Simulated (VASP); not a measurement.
## Na: relaxation of cell and atoms with revPBE

Na:

```
Na
1.0
     6.70677    0.00000    0.00000
     0.00000    6.70677    0.00000
     0.00000    0.00000    6.70677
Na
8
Cartesian
  0.0000 0.0000 0.0000
  3.3534 3.3534 3.3534
  1.6767 0.0000 3.3534
  5.0301 0.0000 3.3534
  3.3534 1.6767 0.0000
  3.3534 5.0301 0.0000
  0.0000 3.3534 1.6767
  0.0000 3.3534 5.0301
```

```
Program                : VASP 6.6.1
Task                   : relaxation of cell and atoms
Functional             : revPBE
Potentials or basis    : VASP PAW PBE potentials, release 64 (Na_pv)
Cutoff                 : 600 eV
k mesh                 : 4 × 4 × 4
Occupations            : fermi-dirac, width 0.1 eV
Spin                   : no spin polarisation
Dipole correction      : no
Further INCAR settings : ALGO = Normal; EDIFF = 1e-06; IBRION = 2; EDIFFG = -0.01; NSW = 80; ISIF = 3
```

```json
{
 "Relaxed volume": "39.67 Å³/atom",
 "Relaxed cell": "a = 6.821 Å, b = 6.821 Å, c = 6.821 Å, α = 90.00°, β = 90.00°, γ = 90.00°",
 "Space group after relaxing (to 0.1 Å)": "Pm-3n (No. 223)",
 "Energy gained by relaxing": "2.3 meV/atom",
 "Ionic steps": "3",
 "Pressure after relaxing": "0.0 GPa",
 "Band gap on the k mesh": "zero (bands 28 and 29 overlap by 1.43 eV)"
}
```

The path:
```
step  energy change (eV)  largest force (eV/Å)  pressure (GPa)  volume (Å³)
   1              0.0000                0.0000            0.38       301.68
   2             -0.0079                0.0000            0.30       305.55
   3             -0.0181                0.0000            0.02       317.37
```

Final structure:
```
Na
1.0
     6.82108    0.00000    0.00000
     0.00000    6.82108    0.00000
     0.00000    0.00000    6.82108
Na
8
Direct
  0.00000 0.00000 0.00000
  0.50000 0.50000 0.50000
  0.25000 0.00000 0.50000
  0.75000 0.00000 0.50000
  0.50000 0.25000 0.00000
  0.50000 0.75000 0.00000
  0.00000 0.50000 0.25000
  0.00000 0.50000 0.75000
```

Levels at points of the mesh, in eV from the Fermi level:
| k point | band 25 | band 26 | band 27 | band 28 | band 29 | band 30 | band 31 | band 32 |
| --- | --- | --- | --- | --- | --- | --- | --- | --- |
| (0.00, 0.00, 0.00) | -3.18 | 0.02 | 0.02 | 0.02 | 0.09 | 0.09 | 0.09 | 2.85 |
| (0.50, 0.00, 0.00) | -2.36 | -2.36 | 0.69 | 0.69 | 0.76 | 0.76 | 0.89 | 0.89 |
| (0.50, 0.50, 0.00) | -1.54 | -1.54 | -1.54 | -1.54 | 1.31 | 1.44 | 1.44 | 1.46 |
| (0.50, 0.50, 0.50) | -0.74 | -0.74 | -0.74 | -0.74 | -0.74 | -0.74 | -0.74 | -0.74 |

Run time: 6 min on 1 thread of Intel Xeon 8259CL (shared host), peak memory 0.44 GiB.

Caveat: the PAW data sets were made with another functional, which shifts forces and pressure a little.
